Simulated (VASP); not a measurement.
# Mg3Zn2O3 (P3m1) in VASP: further runs

Mg3Zn2O3 is run at these levels: PBE; tasks: single point, relaxation of cell and atoms.

All numbers are computed with VASP 6.6.1; they aren't measurements. Logs are shortened: lines on timing, memory, paths and dates and some standing lists are left out, and cuts for length are marked.

## (1) The cell of the first run

It takes space group P3m1 (No. 156, trigonal). Conventional cell: a = 3.032 Å, b = 3.032 Å, c = 11.754 Å, α = 90.00°, β = 90.00°, γ = 120.00°. Within 2.9 Å of Mg (site symmetry 3m) lie 3 O at 2.12 Å and 3 Zn at 2.83 Å. Within 2.8 Å of Mg (site symmetry 3m) lie 6 O at 2.09 to 2.17 Å. Within 2.8 Å of Mg (site symmetry 3m) lie 6 O at 2.11 to 2.16 Å. Within 3.1 Å of Zn (site symmetry 3m) lie 3 O at 2.23 Å and 9 Zn at 2.72 to 3.03 Å and 3 Mg at 3.07 Å. Within 3.6 Å of Zn (site symmetry 3m) lie 9 Zn at 2.72 to 3.03 Å and 3 Mg at 2.83 Å and 1 O at 3.46 Å. O (site symmetry 3m) has 3 Mg at 2.09 Å and 3 Zn at 2.23 Å within 2.8 Å. Within 2.8 Å of O (site symmetry 3m) lie 6 Mg at 2.12 to 2.16 Å. O (site symmetry 3m) has 6 Mg at 2.11 to 2.17 Å within 2.8 Å.

## (2) Single point, PBE

INCAR reads:

```
SYSTEM = Mg3Zn2O3
PREC = Accurate ; ENCUT = 520
EDIFF = 1E-6 ; ISMEAR = 0
SIGMA = 0.2 ; LREAL = .FALSE.
LASPH = .TRUE. ; NELM = 80
ALGO = Normal ; ISIF = 2
LWAVE = .FALSE. ; LCHARG = .FALSE.
GGA = PE ; NBANDS = 34
```

KPOINTS reads:

```
Automatic mesh
0
G
  6 6 2
  0 0 0
```

POSCAR reads:

```
Mg3Zn2O3
1.0
    3.0316965595      0.0000000000      0.0000000000
   -1.5158482797      2.6255262371      0.0000000000
    0.0000000000      0.0000000000     11.7539096972
Mg Zn O
3 2 3
Direct
    0.0000000000      0.0000000000     -0.0106417375
    0.6666666667      0.3333333333      0.4085036029
    0.3333333333      0.6666666667      0.1994389188
    0.0000000000      0.0000000000      0.6230653796
    0.3333333333      0.6666666667      0.7997144512
    0.3333333333      0.6666666667      0.5051343906
    0.6666666667      0.3333333333      0.0911427194
    0.0000000000      0.0000000000      0.2996422751
```

Potentials or basis: VASP PAW PBE potentials, release 64 (Mg, Zn, O).

Command:

```sh
$ cat potpaw_PBE.64/Mg/POTCAR potpaw_PBE.64/Zn/POTCAR potpaw_PBE.64/O/POTCAR > POTCAR
$ mpirun -np 1 vasp_std > vasp.out
```

OUTCAR:

```text
SYSTEM = Mg3Zn2O3
   PREC = Accurate
   ENCUT = 520
   EDIFF = 1E-6
   ISMEAR = 0
   LREAL = .FALSE.
   LASPH = .TRUE.
   NELM = 80
   ISIF = 2
   GGA = PE

 ion  position               nearest neighbor table
   1  0.000  0.000  0.989-   7 2.12   7 2.12   7 2.12   5 2.83   5 2.83   5 2.83   3 3.03   3 3.03
                             3 3.03
   2  0.667  0.333  0.409-   6 2.09   6 2.09   6 2.09   8 2.17   8 2.17   8 2.17   3 3.02   3 3.02
                             3 3.02   4 3.07   4 3.07   4 3.07
   3  0.333  0.667  0.199-   8 2.11   8 2.11   8 2.11   7 2.16   7 2.16   7 2.16   2 3.02   2 3.02
                             2 3.02   1 3.03   1 3.03   1 3.03
   4  0.000  0.000  0.623-   6 2.23   6 2.23   6 2.23   5 2.72   5 2.72   5 2.72   2 3.07   2 3.07
                             2 3.07
   5  0.333  0.667  0.800-   4 2.72   4 2.72   4 2.72   1 2.83   1 2.83   1 2.83
   6  0.333  0.667  0.505-   2 2.09   2 2.09   2 2.09   4 2.23   4 2.23   4 2.23
   7  0.667  0.333  0.091-   1 2.12   1 2.12   1 2.12   3 2.16   3 2.16   3 2.16
   8  0.000  0.000  0.300-   3 2.11   3 2.11   3 2.11   2 2.17   2 2.17   2 2.17

  LATTYP: Found a hexagonal cell.
 ALAT       =     3.0316965595
 C/A-ratio  =     3.8770073015

  Lattice vectors:

 A1 = (   3.0316965595,   0.0000000000,   0.0000000000)
 A2 = (  -1.5158482797,   2.6255262371,   0.0000000000)
 A3 = (   0.0000000000,   0.0000000000,  11.7539096972)

Analysis of symmetry for initial positions (statically):
=====================================================================
 Subroutine PRICEL returns:
 Original cell was already a primitive cell.

 Routine SETGRP: Setting up the symmetry group for a
 hexagonal supercell.

 Subroutine GETGRP returns: Found  6 space group operations
 (whereof  6 operations were pure point group operations)
 out of a pool of 24 trial point group operations.

The static configuration has the point symmetry C_3v.

Analysis of symmetry for dynamics (positions and initial velocities):
=====================================================================
 Subroutine PRICEL returns:
 Original cell was already a primitive cell.

 Routine SETGRP: Setting up the symmetry group for a
 hexagonal supercell.

 Subroutine GETGRP returns: Found  6 space group operations
 (whereof  6 operations were pure point group operations)
 out of a pool of 24 trial point group operations.

The dynamic configuration has the point symmetry C_3v.

 Subroutine INISYM returns: Found  6 space group operations
 (whereof  6 operations are pure point group operations),
 and found     1 'primitive' translations

----------------------------------------------------------------------------------------

                                     Primitive cell

  volume of cell :      93.5588

  direct lattice vectors                    reciprocal lattice vectors
     3.031696559  0.000000000  0.000000000     0.329848314  0.190438013  0.000000000
    -1.515848280  2.625526237  0.000000000     0.000000000  0.380876026  0.000000000
     0.000000000  0.000000000 11.753909697     0.000000000  0.000000000  0.085078074

  length of vectors
     3.031696559  3.031696559 11.753909697     0.380876026  0.380876026  0.085078074

  position of ions in fractional coordinates (direct lattice)
     0.000000000  0.000000000  0.989358262
     0.666666667  0.333333333  0.408503603
     0.333333333  0.666666667  0.199438919
     0.000000000  0.000000000  0.623065380
     0.333333333  0.666666667  0.799714451
     0.333333333  0.666666667  0.505134391
     0.666666667  0.333333333  0.091142719
     0.000000000  0.000000000  0.299642275

  ion indices of the primitive-cell ions
   primitive index   ion index
                 1           1
                 2           2
                 3           3
                 4           4
                 5           5
                 6           6
                 7           7
                 8           8

----------------------------------------------------------------------------------------

 KPOINTS: Automatic mesh

Automatic generation of k-mesh.
 Grid dimensions read from file:
 generate k-points for:    6    6    2

 Generating k-lattice:

  Cartesian coordinates                     Fractional coordinates (reciprocal lattice)
     0.054974719  0.031739669  0.000000000     0.166666667  0.000000000  0.000000000
     0.000000000  0.063479338  0.000000000     0.000000000  0.166666667  0.000000000
     0.000000000  0.000000000  0.042539037     0.000000000  0.000000000  0.500000000

  Length of vectors
     0.063479338  0.063479338  0.042539037

  Shift w.r.t. Gamma in fractional coordinates (k-lattice)
     0.000000000  0.000000000  0.000000000

 Subroutine IBZKPT returns following result:
 ===========================================

 Found     14 irreducible k-points:

 Following reciprocal coordinates:
            Coordinates               Weight
  0.000000  0.000000  0.000000      1.000000
  0.166667  0.000000  0.000000      6.000000
  0.333333  0.000000  0.000000      6.000000
  0.500000  0.000000  0.000000      3.000000
  0.166667  0.166667  0.000000      6.000000
  0.333333  0.166667  0.000000     12.000000
  0.333333  0.333333  0.000000      2.000000
  0.000000  0.000000  0.500000      1.000000
  0.166667  0.000000  0.500000      6.000000
  0.333333  0.000000  0.500000      6.000000
  0.500000  0.000000  0.500000      3.000000
  0.166667  0.166667  0.500000      6.000000
  0.333333  0.166667  0.500000     12.000000
  0.333333  0.333333  0.500000      2.000000
   k-points           NKPTS =     14   k-points in BZ     NKDIM =     14   number of bands    NBANDS=     34
   number of dos      NEDOS =    301   number of ions     NIONS =      8
   total plane-waves  NPLWV =  51840
   dimension x,y,z NGX =    24 NGY =   24 NGZ =   90
   dimension x,y,z NGXF=    48 NGYF=   48 NGZF=  180
   ions per type =               3   2   3
   NGX,Y,Z   is equivalent  to a cutoff of  13.16, 13.16, 12.73 a.u.
   NGXF,Y,Z  is equivalent  to a cutoff of  26.32, 26.32, 25.46 a.u.
 SYSTEM =  Mg3Zn2O3
   PREC   = accura    normal or accurate (medium, high low for compatibility)
   ISTART =      0    job   : 0-new  1-cont  2-samecut
   ICHARG =      2    charge: 1-file 2-atom 10-const
   ISPIN  =      1    spin polarized calculation?
   LNONCOLLINEAR =      F non collinear calculations
   LSORBIT =      F    spin-orbit coupling
   LASPH  =      T    aspherical Exc in radial PAW
   ENCUT  =  520.0 eV  38.22 Ry    6.18 a.u.   5.64  5.64 21.85*2*pi/ulx,y,z
   NELM   =     80;   NELMIN=  2; NELMDL= -5     # of ELM steps
   EDIFF  = 0.1E-05   stopping-criterion for ELM
   LREAL  =      F    real-space projection
[... 7 lines left out ...]
   TEBEG  =    0.0;   TEEND  =   0.0 temperature during run
   PSTRESS=    0.0 pullay stress
   NELECT =      48.0000    total number of electrons
   NUPDOWN=      -1.0000    fix difference up-down
   EMIN   =  10.00;   EMAX   =-10.00  energy-range for DOS
   EFERMI =   0.00;   METHOD = LEGACY
   ISMEAR =     0;   SIGMA  =   0.20  broadening in eV -4-tet -1-fermi 0-gaus
   EFERMI_NEDOS =   21; number of points for ismear=-14 and -15
   IALGO  =     38    algorithm
   IMIX   =      4    mixing-type and parameters
     AMIX     =   0.40;   BMIX     =  1.00
     AMIX_MAG =   1.60;   BMIX_MAG =  1.00
  volume/ion in A,a.u.               =      11.69        78.92
  Fermi-wavevector in a.u.,A,eV,Ry     =   1.310571  2.476619 23.369304  1.717595
  Thomas-Fermi vector in A             =   2.441092
   LORBIT       =      0    0 simple, 1 ext, 2 COOP (PROOUT), +10 PAW based schemes
   GGA     = PE    functional components
   LHFCALC =     F    Hartree Fock is set to
   AEXX    =    0.0000 exact exchange contribution
   IVDW    =     0    specifies the selected vdW correction
   LEPSILON=     F    determine dielectric tensor
   LRPA    =     F    only Hartree local field effects (RPA)
 non-spin polarized calculation
 Gauss-broadening in eV      SIGMA  =   0.20
  energy-cutoff  :      520.00
  volume of cell :       93.56
 maximum number of plane-waves:      2540
 NGX is ok and might be reduce to    24
   NGX = 11   NGY = 11   NGZ = 43

 number of electron      48.0000012 magnetization

 Free energy of the ion-electron system (eV)
  ---------------------------------------------------
  ext. energy  EPLUGINS =         0.00000000
  ---------------------------------------------------
  free energy    TOTEN  =       -35.88664178 eV

  energy without entropy =      -35.87785580  energy(sigma->0) =      -35.88224879

 E-fermi :   4.6936     XC(G=0): -10.8697

 val. band max:        4.4083606599   @ k =   0.3333   0.1667   0.0000
 cond. band min:       4.8589262914   @ k =   0.3333   0.3333   0.0000
 fundamental gap:      0.4505656315
 Fermi energy:         4.6936222438

 k-point     1 :       0.0000    0.0000    0.0000
  band No.  band energies     occupation
      1     -15.4143      2.00000
      2     -15.0427      2.00000
      3     -14.4920      2.00000
      4      -4.1354      2.00000
      5      -3.3471      2.00000
      6      -2.8360      2.00000
[... 26 lines left out ...]
     33      16.1514      0.00000
     34      16.7560      0.00000

 k-point     2 :       0.1667    0.0000    0.0000
  band No.  band energies     occupation
      1     -15.2033      2.00000
      2     -14.8666      2.00000
      3     -14.3758      2.00000
      4      -3.6586      2.00000
      5      -3.1664      2.00000
      6      -2.8860      2.00000
[... 26 lines left out ...]
     33      14.3203      0.00000
     34      14.7493      0.00000
[... 405 lines left out ...]
     33      12.4304      0.00000
     34      12.8171      0.00000

 k-point    14 :       0.3333    0.3333    0.5000
  band No.  band energies     occupation
      1     -14.3588      2.00000
      2     -14.0696      2.00000
      3     -14.0551      2.00000
      4      -3.2380      2.00000
      5      -2.9940      2.00000
      6      -2.9793      2.00000
[... 26 lines left out ...]
     33      12.7753      0.00000
     34      12.7991      0.00000

------------------------ aborting loop because EDIFF is reached ----------------------------------------

  FORCE on cell =-STRESS in cart. coord.  units (eV):
  Direction    XX          YY          ZZ          XY          YZ          ZX
  --------------------------------------------------------------------------------------
  -------------------------------------------------------------------------------------
  Total       -0.2454273     -0.2454273     -0.1851573     -0.0000000      0.0000000     -0.0000000
  in kB       -4.2028990     -4.2028990     -3.1707865     -0.0000000      0.0000000     -0.0000000
  external PRESSURE =      -3.8588615 kB  Pullay stress =       0.0000000 kB

 VOLUME and BASIS-vectors are now :
 -----------------------------------------------------------------------------
  energy-cutoff  :      520.00
  volume of cell :       93.56
      direct lattice vectors                 reciprocal lattice vectors
     3.031696559  0.000000000  0.000000000     0.329848314  0.190438013  0.000000000
    -1.515848280  2.625526237  0.000000000     0.000000000  0.380876026  0.000000000
     0.000000000  0.000000000 11.753909697     0.000000000  0.000000000  0.085078074

 POSITION                                       TOTAL-FORCE (eV/Angst)
 -----------------------------------------------------------------------------------
      0.00000      0.00000     11.62883         0.000000     -0.000000      0.008782
      1.51585      0.87518      4.80151        -0.000000     -0.000000     -0.033930
     -0.00000      1.75035      2.34419        -0.000000     -0.000000      0.016273
      0.00000      0.00000      7.32345         0.000000     -0.000000      0.047435
     -0.00000      1.75035      9.39977        -0.000000     -0.000000      0.010178
     -0.00000      1.75035      5.93730        -0.000000     -0.000000     -0.070120
      1.51585      0.87518      1.07128        -0.000000      0.000000      0.041265
      0.00000      0.00000      3.52197        -0.000000      0.000000     -0.019883
 -----------------------------------------------------------------------------------
    total drift:                                0.000000      0.000000      0.000943

  FREE ENERGIE OF THE ION-ELECTRON SYSTEM (eV)
  ---------------------------------------------------
  free  energy   TOTEN  =       -35.8866417752 eV

  energy  without entropy=      -35.8778558002  energy(sigma->0) =      -35.88224879
```

It took 74 s on 1 thread of AMD EPYC 7R43 (Zen 3), shared host; peak memory 0.19 GiB.

What came out:

| Item | Value |
| --- | --- |
| Free energy | -35.8866 eV |
| Pressure | -0.4 GPa |
| Largest force | 0.070 eV/Å |
| Band gap on the k mesh | 0.45 eV (least direct gap 0.68 eV) |

Forces on the atoms (eV/Å):
```
Mg   0.000  0.000  0.009
Mg   0.000  0.000 -0.034
Mg   0.000  0.000  0.016
Zn   0.000  0.000  0.047
Zn   0.000  0.000  0.010
O    0.000  0.000 -0.070
O    0.000  0.000  0.041
O    0.000  0.000 -0.020
```

Levels at points of the mesh, in eV from the valence-band top:
| k point | band 21 | band 22 | band 23 | band 24 | band 25 | band 26 | band 27 | band 28 |
| --- | --- | --- | --- | --- | --- | --- | --- | --- |
| (0.00, 0.00, 0.00) | -3.15 | -2.75 | -2.75 | -2.35 | 0.62 | 3.17 | 3.79 | 5.62 |
| (0.50, 0.00, 0.00) | -3.78 | -3.34 | -2.26 | -1.55 | 0.66 | 1.94 | 4.81 | 5.42 |
| (0.00, 0.00, 0.50) | -3.15 | -3.06 | -2.75 | -2.75 | 1.30 | 2.19 | 4.30 | 5.70 |
| (0.50, 0.00, 0.50) | -3.78 | -3.34 | -2.23 | -1.62 | 0.72 | 1.94 | 4.47 | 5.59 |

[end of part 1 of 2]
